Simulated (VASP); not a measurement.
The system is Pb.

```
CELL_PARAMETERS angstrom
1.71626 -2.97248 0.00000
1.71626 2.97248 0.00000
0.00000 0.00000 5.64119
ATOMIC_POSITIONS crystal
Pb 0.83344 0.16656 0.25000
Pb 0.16656 0.83344 0.75000
```

This isn't the form of Pb at room conditions, which is fcc.

```yaml
Program: VASP 6.6.1
Task: relaxation of cell and atoms
Functional: PBE
Potentials_or_basis: VASP PAW PBE potentials, release 64 (Pb_d)
Cutoff: 600 eV
k_mesh: 15 × 15 × 8
Occupations: gaussian, width 0.1 eV
Spin: no spin polarisation
```

At the start: pressure 5.2 GPa; volume 28.78 Å³/atom.

Problem. How do energy, volume and symmetry change on relaxing?

Solution. Over 5 steps the energy falls by 44.8 meV/atom and the volume is 31.79 Å³/atom (+10.5 %); space group P6_3/mmc (No. 194, to 0.1 Å) before and after.

Step by step:
```tsv
step	energy change (eV)	largest force (eV/Å)	pressure (GPa)	volume (Å³)
1	0.0000	0.0005	5.21	57.56
2	-0.0813	0.0002	-1.23	65.71
3	-0.0896	0.0003	0.04	63.59
4	-0.0895	0.0003	-0.07	63.71
5	-0.0896	0.0001	0.02	63.59
```

Final structure:
```yaml
crystal:
  lattice:
    - [1.77268, -3.07034, 0.00000]
    - [1.77268, 3.07034, 0.00000]
    - [0.00000, 0.00000, 5.84143]
  atoms:
    - { symbol: Pb, position: [0.83344, 0.16656, 0.25000] }
    - { symbol: Pb, position: [0.16656, 0.83344, 0.75000] }
```
